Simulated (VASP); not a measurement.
Wanted: the native input for a VASP 6.6.1 run.

```
Task                   : relaxation of cell and atoms
Functional             : PBE
Potentials or basis    : VASP PAW PBE potentials, release 64 (Cs_sv, Ge_d, S)
Cutoff                 : 600 eV
k mesh                 : 4 × 6 × 1
Occupations            : gaussian, width 0.1 eV
Spin                   : no spin polarisation
Dipole correction      : no
Further INCAR settings : ALGO = Normal; EDIFF = 1e-06; IBRION = 2; EDIFFG = -0.04; NSW = 90; ISIF = 3
```

The structure of CsGe2S2 lies in POSCAR:

```
CsGe2S2
1.0
    4.1206875000      0.0000000000      0.0000000000
    0.0000000000      3.5957812500      0.0000000000
    0.0000000000      0.0000000000     16.2272226800
Cs Ge S
2 4 4
Direct
    0.1112999900      0.0000000000      0.3259357700
    0.8887000100      0.0000000000      0.8355230800
    0.6112999900      0.0000000000      0.1614588500
    0.1112999900      0.5000000000      0.0000000000
    0.3887000100      0.0000000000      0.6614588500
    0.8887000100      0.5000000000      0.5000000000
    0.4975999900      0.0000000000      0.0159531300
    0.9975999900      0.5000000000      0.1455057300
    0.5024000100      0.0000000000      0.5159531300
    0.0024000100      0.5000000000      0.6455057300
```

One way to write it, as run:

INCAR

```
SYSTEM = CsGe2S2
  PREC = Accurate
  ENCUT = 600
  EDIFF = 1E-6
  ISMEAR = 0
  SIGMA = 0.1
  LREAL = .FALSE.
  LASPH = .TRUE.
  NELM = 80
  ALGO = Normal
  ISIF = 3
  LWAVE = .FALSE.
  LCHARG = .FALSE.
  GGA = PE
  IBRION = 2
  NSW = 90
  EDIFFG = -0.04
```

KPOINTS

```
regular mesh
0
G
  4 6 1
  0 0 0
```

Potentials or basis: VASP PAW PBE potentials, release 64 (Cs_sv, Ge_d, S).

The run is started by

```console
$ cat potpaw_PBE.64/Cs_sv/POTCAR potpaw_PBE.64/Ge_d/POTCAR potpaw_PBE.64/S/POTCAR > POTCAR
$ mpirun -np 1 vasp_std > vasp.out
```

Results of the run:

```
Relaxed volume                        : 30.33 Å³/atom
Relaxed cell                          : a = 5.242 Å, b = 3.576 Å, c = 16.182 Å, α = 90.00°, β = 90.01°, γ = 90.00°
Space group after relaxing (to 0.1 Å) : Pmc2_1 (No. 26)
Energy gained by relaxing             : 124.4 meV/atom
Ionic steps                           : 39
Pressure after relaxing               : 0.0 GPa
Largest force after relaxing          : 0.037 eV/Å
Band gap on the k mesh                : zero (bands 49 and 50 overlap by 1.03 eV)
```

Caveat: the k points lie up to 0.39 Å⁻¹ apart in the final cell, too coarse for converged energies and pressures of a metal; the volume moved by over 15 % at a fixed basis, so the end points are rough; spin-orbit coupling is left out, which moves the levels of the heavy elements.

Run time: 62 min on 1 thread of AMD EPYC 9R45 96-Core Processor (Zen 5), on a shared host, peak memory 0.5 GiB.
